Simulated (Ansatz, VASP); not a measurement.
Two plane-wave programs on PtSe2

```xyz
3
Lattice="3.7517 0.0000 0.0000 -1.8758 3.2490 0.0000 0.0000 0.0000 6.4290" Properties=species:S:1:pos:R:3 pbc="T T T"
Pt    0.0000    0.0000    0.0000
Se    0.0000    2.1660    1.2870
Se    1.8758    1.0830    5.1420
```

Change from the starting cell: strain -0.0150 x Voigt [0, 0, 1, 0, 0, 0], atoms carried along.

Alike in both runs: task single point; functional PBE; k mesh 12 × 12 × 4; occupations gaussian, width 0.05 eV; no spin polarisation.

```csv
,VASP,Ansatz
version,VASP 6.6.1,Ansatz 0.2.0
potentials or method,"VASP PAW PBE potentials, release 64 (Pt, Se), cutoff 520 eV","scalar-relativistic, plane waves, PAW"
valence electrons in the cell,22,50
```

```csv
,VASP,Ansatz,Ansatz less VASP
gap on the k mesh at the Fermi level (eV),0.83,0.84,+0.010
least direct gap on the mesh (eV),0.98,1.00,+0.011
pressure (GPa),1.0,1.0,+0.03
"traceless stress, the component that is largest in VASP (GPa)",0.16,0.15,-0.007
rms of the force components (eV/Å),0.104,0.105,+0.0007
```

Atom by atom the forces differ by 0.001 eV/Å (rms over components). VASP's potentials hold 22 valence electrons a cell and Ansatz's 50, so a difference there can come from the potentials and not from the codes.

Neither program's run includes spin-orbit coupling.
